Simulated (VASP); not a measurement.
A run of VASP 6.6.1 is set up as follows.

INCAR

```
PREC = Accurate ; ENCUT = 600
EDIFF = 1E-8 ; ISMEAR = -1
SIGMA = 0.05 ; LREAL = F
LASPH = T ; NELM = 120
ALGO = Normal ; ISIF = 2
LWAVE = F ; LCHARG = F
GGA = PS ; IBRION = 8
NSW = 1 ; GGA_COMPAT = F
```

The input KPOINTS:

```
regular mesh
0
Gamma
  7 7 7
```

POSCAR

```
HfN
1.0
    0.0000000000      2.2560000000      2.2560000000
    2.2560000000      0.0000000000      2.2560000000
    2.2560000000      2.2560000000      0.0000000000
Hf N
1 1
Direct
    0.0000000000      0.0000000000      0.0000000000
    0.5000000000      0.5000000000      0.5000000000
```

Potentials or basis: VASP PAW PBE potentials, release 64 (Hf_pv, N).

Command:

```bash
$ cat potpaw_PBE.64/Hf_pv/POTCAR potpaw_PBE.64/N/POTCAR > POTCAR
$ mpirun -np 1 vasp_std > vasp.out
```

What does it give for the highest phonon frequency at Γ?

497 cm⁻¹.

Phonon frequencies in cm⁻¹ (negative: imaginary):
```
              q point        frequencies
(0.000, 0.000, 0.000)  0 0 0 497 497 497
```

Caveat: the cell stands under pressure or tension, which shifts response properties.
